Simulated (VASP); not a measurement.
Crystal: CdTe.

```xyz
2
Lattice="0.0000 3.2821 3.2821 3.2821 0.0000 3.2821 3.2821 3.2821 0.0000" Properties=species:S:1:pos:R:3 pbc="T T T"
Cd    0.0000    0.0000    0.0000
Te    4.9232    4.9232    4.9232
```

* Program: VASP 6.6.1
* Task: relaxation of cell and atoms
* Functional: PBE
* Potentials or basis: VASP PAW PBE potentials, release 64 (Cd, Te)
* Cutoff: 600 eV
* k mesh: 8 × 8 × 8
* Occupations: gaussian, width 0.02 eV
* Spin: no spin polarisation

At the start: pressure 1.0 GPa; volume 35.36 Å³/atom.

Q: Where does the relaxation end?

A: Over 3 steps the energy falls by 2.9 meV/atom and the volume is 36.31 Å³/atom (+2.7 %); space group F-43m (No. 216, to 0.05 Å).

Step by step:
```tsv
step	energy change (eV)	largest force (eV/Å)	pressure (GPa)	volume (Å³)
1	0.0000	0.0000	1.00	70.71
2	-0.0056	0.0000	-0.18	72.99
3	-0.0058	0.0000	0.00	72.61
```

Final structure:
```yaml
crystal:
  lattice:
    - [0.00000, 3.31125, 3.31125]
    - [3.31125, 0.00000, 3.31125]
    - [3.31125, 3.31125, 0.00000]
  atoms:
    - { symbol: Cd, position: [0.00000, 0.00000, 0.00000] }
    - { symbol: Te, position: [0.75000, 0.75000, 0.75000] }
```
